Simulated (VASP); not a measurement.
Here is a VASP 6.6.1 calculation.

File INCAR:

```
SYSTEM = CoSi
ALGO     = Normal         ! electronic algorithm
EDIFF    = 1E-7           ! SCF threshold, eV
ENCUT    = 520            ! plane-wave cutoff, eV
GGA      = PE             ! functional
ISIF     = 2              ! what is computed and relaxed
ISMEAR   = -1             ! smearing method
LASPH    = .TRUE.         ! aspherical terms in the spheres
LCHARG   = .FALSE.        ! write CHGCAR
LREAL    = .FALSE.        ! projectors in reciprocal space
LWAVE    = .FALSE.        ! write WAVECAR
NBANDS   = 21             ! bands
NELM     = 60             ! most SCF steps
PREC     = Accurate       ! precision mode
SIGMA    = 0.08           ! smearing width, eV
```

Contents of KPOINTS:

```
k-points
0
G
  12 12 7
  0 0 0
```

The input POSCAR:

```
CoSi
1.0
    3.2986983995      0.0000000000      0.0000000000
   -1.6493491998      2.8567566134      0.0000000000
    0.0000000000      0.0000000000      4.9590924181
Co Si
2 2
Direct
    0.0000000000      0.0000000000      0.0000000000
    0.0000000000      0.0000000000      0.5000000000
    0.3333333333      0.6666666667      0.2500000000
    0.6666666667      0.3333333333      0.7500000000
```

Potentials or basis: VASP PAW PBE potentials, release 64 (Co, Si).

Command:

```bash
$ cat potpaw_PBE.64/Co/POTCAR potpaw_PBE.64/Si/POTCAR > POTCAR
$ mpirun -np 1 vasp_std > vasp.out
```

**Question.** Predict the band gap on the k mesh.

**Answer.** Zero (bands 13 and 14 overlap by 2.89 eV).

**Question.** What does it give for the pressure?

**Answer.** 12.4 GPa.

Stress tensor (GPa, compression positive):
```
12.35  0.00  0.00
 0.00 12.35  0.00
 0.00  0.00 12.63
```

Caveat: the cell stands under pressure; the run has no spin polarisation, though such a crystal can be magnetic. Spin polarisation is off, so any magnetic state and its effect on volume and gap are missing.
